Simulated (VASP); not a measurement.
# CoSi2 in VASP: notebook

Runs on CoSi2. Level: PBE. Tasks: single point.

All numbers are computed with VASP 6.6.1; they aren't measurements. Logs are shortened: lines on timing, memory, paths and dates and some standing lists are left out, and cuts for length are marked.

## (1) The cell of the first run

The structure is tetragonal, space group I4/mmm (No. 139). The conventional cell has a = 3.847 Å, b = 3.847 Å, c = 5.269 Å, α = 90.00°, β = 90.00°, γ = 90.00°. Co (site symmetry 4/mmm) has 8 Si at 2.33 Å within 3.1 Å. Within 3.1 Å of Si (site symmetry -4m2) lie 4 Co at 2.33 Å and 6 Si at 2.63 to 2.72 Å.

## (2) Single point, PBE (biaxial strain in the a-b plane: +1.5 %, then relaxed in part)

File INCAR:

```
  ALGO = Normal
  EDIFF = 1E-6
  ENCUT = 520
  GGA = PE
  ISIF = 2
  ISMEAR = 0
  LASPH = T
  LCHARG = T
  LELF = T
  LREAL = F
  LVHAR = T
  LWAVE = F
  NBANDS = 26
  NELM = 100
  PREC = Accurate
  SIGMA = 0.1
```

File KPOINTS:

```
k-points
0
Gamma
  10 10 8
```

File POSCAR:

```
CoSi2
1.0
    2.7201381442      2.7201381442      0.0000000000
   -2.7201381442      2.7201381442      0.0000000000
    0.0000000000      0.0000000000      5.2693669901
Co Si
2 4
Direct
    0.0000000000      0.0000000000      0.0000000000
    0.5000000000      0.5000000000      0.5000000000
    0.0000000000      0.5000000000      0.7500000000
    0.5000000000      0.0000000000      0.7500000000
    0.5000000000      0.0000000000      0.2500000000
    0.0000000000      0.5000000000      0.2500000000
```

Potentials or basis: VASP PAW PBE potentials, release 64 (Co, Si).

Run with:

```
$ cat potpaw_PBE.64/Co/POTCAR potpaw_PBE.64/Si/POTCAR > POTCAR
$ mpirun -np 1 vasp_std > vasp.out
```

OUTCAR:

```text
EDIFF = 1E-6
   ENCUT = 520
   GGA = PE
   ISIF = 2
   ISMEAR = 0
   LASPH = T
   LREAL = F
   NELM = 100
   PREC = Accurate

 ion  position               nearest neighbor table
   1  0.000  0.000  0.000-   3 2.33   4 2.33   5 2.33   6 2.33   3 2.33   6 2.33   4 2.33   5 2.33

   2  0.500  0.500  0.500-   3 2.33   4 2.33   5 2.33   6 2.33   4 2.33   5 2.33   3 2.33   6 2.33

   3  0.000  0.500  0.750-   1 2.33   2 2.33   1 2.33   2 2.33   6 2.63   6 2.63   4 2.72   4 2.72
                             4 2.72   4 2.72
   4  0.500  0.000  0.750-   1 2.33   2 2.33   2 2.33   1 2.33   5 2.63   5 2.63   3 2.72   3 2.72
                             3 2.72   3 2.72
   5  0.500  0.000  0.250-   1 2.33   2 2.33   2 2.33   1 2.33   4 2.63   4 2.63   6 2.72   6 2.72
                             6 2.72   6 2.72
   6  0.000  0.500  0.250-   1 2.33   2 2.33   1 2.33   2 2.33   3 2.63   3 2.63   5 2.72   5 2.72
                             5 2.72   5 2.72

  LATTYP: Found a simple tetragonal cell.
 ALAT       =     3.8468562551
 C/A-ratio  =     1.3697852586

  Lattice vectors:

 A1 = (   2.7201381442,   2.7201381442,   0.0000000000)
 A2 = (  -2.7201381442,   2.7201381442,   0.0000000000)
 A3 = (   0.0000000000,   0.0000000000,   5.2693669901)

Analysis of symmetry for initial positions (statically):
=====================================================================
 Subroutine PRICEL returns following result:

  LATTYP: Found a body centered tetragonal cell.
 ALAT       =     3.8468562551
 C/A-ratio  =     1.3697852586

  Lattice vectors:

 A1 = (   0.0000000000,  -2.7201381442,  -2.6346834950)
 A2 = (   0.0000000000,   2.7201381442,  -2.6346834950)
 A3 = (   2.7201381442,   0.0000000000,   2.6346834950)

   2 primitive cells build up your supercell.

 Routine SETGRP: Setting up the symmetry group for a
 simple tetragonal supercell.

 Subroutine GETGRP returns: Found 16 space group operations
 (whereof 16 operations were pure point group operations)
 out of a pool of 16 trial point group operations.

The static configuration has the point symmetry D_4h.

Analysis of symmetry for dynamics (positions and initial velocities):
=====================================================================
 Subroutine PRICEL returns following result:

  LATTYP: Found a body centered tetragonal cell.
 ALAT       =     3.8468562551
 C/A-ratio  =     1.3697852586

  Lattice vectors:

[... 115 lines left out ...]
   EDIFF  = 0.1E-05   stopping-criterion for ELM
   LREAL  =      F    real-space projection
   EDIFFG = 0.1E-04   stopping-criterion for IOM
   NSW    =      0    number of steps for IOM
   IBRION =     -1    ionic relax: 0-MD 1-quasi-New 2-CG
   NFREE  =      0    steps in history (QN), initial steepest desc. (CG)
   ISIF   =      2    stress and relaxation
   ISYM   =      2    0-nonsym 1-usesym 2-fastsym
   POTIM  = 0.5000    time-step for ionic-motion
   TEBEG  =    0.0;   TEEND  =   0.0 temperature during run
   PSTRESS=    0.0 pullay stress
   NELECT =      34.0000    total number of electrons
   NUPDOWN=      -1.0000    fix difference up-down
   EMIN   =  10.00;   EMAX   =-10.00  energy-range for DOS
   EFERMI =   0.00;   METHOD = LEGACY
   ISMEAR =     0;   SIGMA  =   0.10  broadening in eV -4-tet -1-fermi 0-gaus
   EFERMI_NEDOS =   21; number of points for ismear=-14 and -15
   IALGO  =     38    algorithm
   IMIX   =      4    mixing-type and parameters
     AMIX     =   0.40;   BMIX     =  1.00
     AMIX_MAG =   1.60;   BMIX_MAG =  1.00
  volume/ion in A,a.u.               =      13.00        87.70
  Fermi-wavevector in a.u.,A,eV,Ry     =   1.241398  2.345902 20.967514  1.541069
  Thomas-Fermi vector in A             =   2.375797
   LORBIT       =      0    0 simple, 1 ext, 2 COOP (PROOUT), +10 PAW based schemes
   GGA     = PE    functional components
   LHFCALC =     F    Hartree Fock is set to
   AEXX    =    0.0000 exact exchange contribution
   IVDW    =     0    specifies the selected vdW correction
   LEPSILON=     F    determine dielectric tensor
   LRPA    =     F    only Hartree local field effects (RPA)
 non-spin polarized calculation
 Gauss-broadening in eV      SIGMA  =   0.10
  energy-cutoff  :      520.00
  volume of cell :       77.98
 maximum number of plane-waves:      2124
 NGX is ok and might be reduce to    30
   NGX = 15   NGY = 15   NGZ = 19

 number of electron      34.0000001 magnetization

 Free energy of the ion-electron system (eV)
  ---------------------------------------------------
  ext. energy  EPLUGINS =         0.00000000
  ---------------------------------------------------
  free energy    TOTEN  =       -38.57262740 eV

  energy without entropy =      -38.56205348  energy(sigma->0) =      -38.56734044

 E-fermi :   9.8699     XC(G=0): -11.6780

 val. band max:        9.8630195526   @ k =   0.2000   0.2000   0.3750
 cond. band min:       9.8720152571   @ k =   0.2000   0.2000   0.1250
 fundamental gap:      0.0089957045
 Fermi energy:         9.8698675245

 k-point     1 :       0.0000    0.0000    0.0000
  band No.  band energies     occupation
      1      -3.1212      2.00000
      2       1.2127      2.00000
      3       2.8035      2.00000
      4       3.2332      2.00000
      5       5.7782      2.00000
      6       5.9393      2.00000
[... 685 lines left out ...]
     25      15.3194      0.00000
     26      15.9170      0.00000

 [... further k-points ...]

------------------------ aborting loop because EDIFF is reached ----------------------------------------

  FORCE on cell =-STRESS in cart. coord.  units (eV):
  Direction    XX          YY          ZZ          XY          YZ          ZX
  --------------------------------------------------------------------------------------
  -------------------------------------------------------------------------------------
  Total       -1.6581665     -1.6581665     -0.0920899      0.0000000      0.0000000     -0.0000000
  in kB      -34.0697045    -34.0697045     -1.8921345      0.0000000      0.0000000     -0.0000000
  external PRESSURE =     -23.3438478 kB  Pullay stress =       0.0000000 kB

 VOLUME and BASIS-vectors are now :
 -----------------------------------------------------------------------------
  energy-cutoff  :      520.00
  volume of cell :       77.98
      direct lattice vectors                 reciprocal lattice vectors
     2.720138144  2.720138144  0.000000000     0.183814194  0.183814194  0.000000000
    -2.720138144  2.720138144  0.000000000    -0.183814194  0.183814194  0.000000000
     0.000000000  0.000000000  5.269366990     0.000000000  0.000000000  0.189776116

 POSITION                                       TOTAL-FORCE (eV/Angst)
 -----------------------------------------------------------------------------------
      0.00000      0.00000      0.00000        -0.000000      0.000000      0.000000
      0.00000      2.72014      2.63468         0.000000      0.000000     -0.000000
     -1.36007      1.36007      3.95203        -0.000000     -0.000000      0.000000
      1.36007      1.36007      3.95203        -0.000000     -0.000000      0.000000
      1.36007      1.36007      1.31734        -0.000000     -0.000000      0.000000
     -1.36007      1.36007      1.31734        -0.000000     -0.000000      0.000000
 -----------------------------------------------------------------------------------
    total drift:                               -0.000000      0.000000      0.000000

  FREE ENERGIE OF THE ION-ELECTRON SYSTEM (eV)
  ---------------------------------------------------
  free  energy   TOTEN  =       -38.5726274048 eV

  energy  without entropy=      -38.5620534843  energy(sigma->0) =      -38.56734044
```

It took 95 s on 1 thread of Intel Xeon 6975P-C (Granite Rapids), shared host; peak memory 0.3 GiB.

Results:

- Free energy: -38.5726 eV
- Pressure: -2.3 GPa
- Band gap on the k mesh: zero (bands 17 and 18 overlap by 2.81 eV)

Caveat: the cell differs from its parent crystal (biaxial strain in the a-b plane: +1.5 %, then relaxed in part); the run has no spin polarisation, though such a crystal can be magnetic. Spin polarisation is off, so any magnetic state and its effect on volume and gap are missing.

## (3) Single point, PBE (uniaxial strain along a: -1.5 %)

File INCAR:

```
PREC = Accurate
ENCUT = 520
EDIFF = 1E-7
ISMEAR = 0
SIGMA = 0.1
LREAL = F
LASPH = T
NELM = 60
ALGO = Normal
ISIF = 2
LWAVE = F
LCHARG = F
GGA = PE
NBANDS = 26
```

File KPOINTS:

```
Automatic mesh
0
Gamma
  10 10 8
```

POSCAR, as its differences from that of step 2:

```diff
@@ -2,5 +2,5 @@
 1.0
-    2.7201381442      2.7201381442      0.0000000000
-   -2.7201381442      2.7201381442      0.0000000000
-    0.0000000000      0.0000000000      5.2693669901
+    2.6397399745      2.6397399745      0.0000000000
+   -2.6899888319      2.6899888319      0.0000000000
+    0.0000000000      0.0000000000      5.3799776637
 Co Si
```

Potentials or basis: VASP PAW PBE potentials, release 64 (Co, Si).

Run with:

```
$ cat potpaw_PBE.64/Co/POTCAR potpaw_PBE.64/Si/POTCAR > POTCAR
$ mpirun -np 1 vasp_std > vasp.out
```

Wall time 7.4 min (1 thread of Intel Xeon 8259CL, shared host); peak memory 0.4 GiB.

The run converged. Its results:

```yaml
Free_energy: -38.5829 eV
Pressure: 1.3 GPa
Largest_force: 0.174 eV/Å
Band_gap_on_the_k_mesh: zero (bands 17 and 18 overlap by 3.12 eV)
```

Forces on the atoms (eV/Å):
```
Co   0.000  0.000  0.000
Co   0.000  0.000  0.000
Si   0.000  0.000  0.174
Si   0.000  0.000 -0.174
Si   0.000  0.000  0.174
Si   0.000  0.000 -0.174
```

Stress tensor (GPa, compression positive):
```
1.50 2.89 0.00
2.89 1.50 0.00
0.00 0.00 0.84
```

Levels at points of the mesh, in eV from the Fermi level:
| k point | band 14 | band 15 | band 16 | band 17 | band 18 | band 19 | band 20 | band 21 |
| --- | --- | --- | --- | --- | --- | --- | --- | --- |
| (0.00, 0.00, 0.00) | -1.89 | -1.32 | 0.81 | 1.64 | 2.99 | 3.31 | 3.37 | 3.41 |
| (0.50, 0.00, 0.00) | -1.51 | -1.13 | -1.13 | 0.28 | 0.28 | 2.47 | 2.47 | 4.06 |
| (0.00, 0.50, 0.00) | -1.51 | -1.08 | -1.08 | 0.37 | 0.37 | 2.69 | 2.69 | 4.26 |
| (0.50, 0.50, 0.00) | -1.93 | -1.90 | -1.90 | -1.33 | -1.33 | 1.59 | 1.59 | 2.93 |
| (0.00, 0.00, 0.50) | -0.34 | -0.30 | -0.30 | -0.24 | -0.24 | 1.46 | 1.46 | 3.29 |
| (0.50, 0.00, 0.50) | -1.61 | -0.53 | -0.53 | -0.52 | -0.52 | 2.64 | 2.64 | 3.38 |
| (0.00, 0.50, 0.50) | -1.63 | -0.48 | -0.48 | -0.33 | -0.33 | 2.82 | 2.82 | 3.45 |
| (0.50, 0.50, 0.50) | -1.92 | -1.43 | -1.43 | -0.69 | -0.69 | 3.57 | 3.57 | 3.66 |

Caveat: the cell differs from its parent crystal (uniaxial strain along a: -1.5 %); the run has no spin polarisation, though such a crystal can be magnetic. Spin polarisation is off, so any magnetic state and its effect on volume and gap are missing.

[end of part 1 of 2]
